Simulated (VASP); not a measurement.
Wanted: the native input for a VASP 6.6.1 run.

- Task: single point
- Functional: r2SCAN
- Potentials or basis: VASP PAW PBE potentials, release 64 (Ru_pv, F)
- Cutoff: 520 eV
- k mesh: 7 × 7 × 7
- Occupations: gaussian, width 0.05 eV
- Spin: collinear spin, ferromagnetic start
- Starting moments: [1.0, 0.0, 0.0] μB
- Hubbard terms: Ru d U = 4.0 eV
- Dipole correction: no
- Further INCAR settings: ALGO = Normal; EDIFF = 1e-07; NBANDS = 25

The system is RuF2.

```
Ru F
1.0
     1.47662    0.85253    4.46437
    -1.47662    0.85253    4.46437
     0.00000   -1.70505    4.46437
Ru F
1 2
Direct
  0.00000 0.00000 0.00000
  0.25200 0.25200 0.25200
  0.74800 0.74800 0.74800
```

These files were run (other wordings do the same):

POSCAR

```
RuF2
1.0
    1.4766179400      0.8525257600      4.4643721500
   -1.4766179400      0.8525257600      4.4643721500
    0.0000000000     -1.7050515300      4.4643721500
Ru F
1 2
Direct
    0.0000000000      0.0000000000      0.0000000000
    0.2520000000      0.2520000000      0.2520000000
    0.7480000000      0.7480000000      0.7480000000
```

INCAR.step1

```
PREC     = Accurate       # precision mode
ENCUT    = 520            # plane-wave cutoff, eV
ISMEAR   = 0              # smearing method
SIGMA    = 0.05           # smearing width, eV
LREAL    = False          # projectors in reciprocal space
LASPH    = True           # aspherical terms in the spheres
NELM     = 150            # most SCF steps
ISPIN    = 2              # spin polarisation
MAGMOM   = 1 0 0          # initial moments
LMAXMIX  = 4              # l up to which the mixer works
LDAU     = True           # DFT+U
LDAUTYPE = 2            
LDAUL    = 2 -1           # shell
LDAUU    = 4 0            # U, eV
LDAUJ    = 0 0          
NBANDS   = 25             # bands
GGA      = PE             # functional
ALGO     = Normal         # electronic algorithm
EDIFF    = 1E-4           # SCF threshold, eV
LWAVE    = True           # write WAVECAR
LCHARG   = False          # write CHGCAR
```

INCAR.step2

```
PREC     = Accurate       # precision mode
ENCUT    = 520            # plane-wave cutoff, eV
EDIFF    = 1E-7           # SCF threshold, eV
ISMEAR   = 0              # smearing method
SIGMA    = 0.05           # smearing width, eV
LREAL    = False          # projectors in reciprocal space
LASPH    = True           # aspherical terms in the spheres
NELM     = 150            # most SCF steps
ALGO     = Normal         # electronic algorithm
ISIF     = 2              # what is computed and relaxed
LWAVE    = False          # write WAVECAR
LCHARG   = True           # write CHGCAR
ISPIN    = 2              # spin polarisation
MAGMOM   = 1 0 0          # initial moments
LORBIT   = 11             # projections on sites
LMAXMIX  = 4              # l up to which the mixer works
LDAU     = True           # DFT+U
LDAUTYPE = 2            
LDAUL    = 2 -1           # shell
LDAUU    = 4 0            # U, eV
LDAUJ    = 0 0          
LDAUPRINT= 1            
METAGGA  = R2SCAN         # meta-GGA
LMIXTAU  = True         
LELF     = True           # ELF
LVHAR    = True         
NBANDS   = 25             # bands
ISTART   = 1
```

KPOINTS

```
Automatic mesh
0
Gamma
  7 7 7
```

Potentials or basis: VASP PAW PBE potentials, release 64 (Ru_pv, F).

Command:

```sh
$ cat potpaw_PBE.64/Ru_pv/POTCAR potpaw_PBE.64/F/POTCAR > POTCAR
$ cp INCAR.step1 INCAR
$ mpirun -np 1 vasp_std > vasp.out
$ cp INCAR.step2 INCAR
$ mpirun -np 1 vasp_std > vasp.out
```

It gave:

- Pressure: 34.3 GPa
- Largest force: 1.962 eV/Å
- Band gap on the k mesh: 3.95 eV, indirect (least direct gap 4.27 eV)
- Net moment: 0.00 μB per cell
- Valence electrons inside the program's atomic spheres: Ru 12.58; F 6.16

Caveat: the PAW data sets were made with another functional, which shifts forces and pressure a little.

It took 11 min on 1 thread of Oxide Virtual Turin-like Processor, on a shared host, peak memory 0.25 GiB.
